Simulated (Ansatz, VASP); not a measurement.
**Two plane-wave programs on As**

File INCAR:

```
SYSTEM = As
PREC     = Accurate       ! precision mode
ENCUT    = 600            ! plane-wave cutoff, eV
EDIFF    = 1E-6           ! SCF threshold, eV
ISMEAR   = -1             ! smearing method
SIGMA    = 0.05           ! smearing width, eV
LREAL    = .FALSE.        ! projectors in reciprocal space
LASPH    = .TRUE.         ! aspherical terms in the spheres
NELM     = 60             ! most SCF steps
ALGO     = Normal         ! electronic algorithm
ISIF     = 3              ! what is computed and relaxed
LWAVE    = .FALSE.        ! write WAVECAR
LCHARG   = .FALSE.        ! write CHGCAR
GGA      = RE             ! functional
IVDW     = 13             ! dispersion correction
IBRION   = 2              ! ionic algorithm
NSW      = 60             ! ionic steps
EDIFFG   = -0.01          ! ionic threshold
```

The input KPOINTS:

```
regular mesh
0
G
  9 9 9
  0 0 0
```

Contents of POSCAR:

```
As
1.0
    1.8807968987      1.0858785957      3.5140619945
   -1.8807968987      1.0858785957      3.5140619945
    0.0000000000     -2.1717571915      3.5140619945
As
2
Direct
    0.2260000000      0.2260000000      0.2260000000
    0.7740000000      0.7740000000      0.7740000000
```

input.yaml

```yaml
crystal:
  lattice:
    - [1.8807968987, 1.0858785957, 3.5140619945]
    - [-1.8807968987, 1.0858785957, 3.5140619945]
    - [0.0, -2.1717571915, 3.5140619945]
  atoms:
    - { symbol: As, position: [0.226, 0.226, 0.226] }
    - { symbol: As, position: [0.774, 0.774, 0.774] }
hamiltonian:
  xc: revpbe
  pseudopotentials: { kind: paw }
  dispersion: d4
kpoints:
  mp_grid: { grid: [9, 9, 9] }
scf:
  occupations: { method: fermi_dirac, width: 0.05 }
output:
  forces: true
  stress: true
  eigenvalues: true
relax:
  f_tol: 0.01
  max_steps: 40
  cell: { stress_tol: 0.05 }
```

Alike in both runs: task relaxation of cell and atoms; functional revPBE; dispersion D4; k mesh 9 × 9 × 9; occupations fermi-dirac, width 0.05 eV; no spin polarisation.

|  | VASP | Ansatz |
| --- | --- | --- |
| version | VASP 6.6.1 | Ansatz 0.2.0 |
| potentials or method | VASP PAW PBE potentials, release 64 (As) | Ansatz PAW |
| plane-wave cutoff (eV) | 600 | 420 |
| valence electrons in the cell | 10 | 30 |

|  | VASP | Ansatz | Ansatz less VASP |
| --- | --- | --- | --- |
| gap on the k mesh at the Fermi level, each at its own relaxed structure (eV) | 0.05 | 0.04 | -0.003 |
| relaxed volume (Å³/atom) | 20.28 | 20.27 | -0.016 |
| relaxed cell length with the largest relative difference (Å) | 3.950 | 3.952 | +0.0020 |

VASP's potentials were made for PBE, not for revPBE. VASP's potentials hold 10 valence electrons a cell and Ansatz's 30, so a difference there can come from the potentials and not from the codes.

Noted on Ansatz's run: odd divisions of the mesh miss points on the zone boundary, where band edges often lie, so the gap on the mesh can be too wide; the plane-wave basis is chosen anew once the cell has moved, so the energies of steps on either side of that aren't comparable.
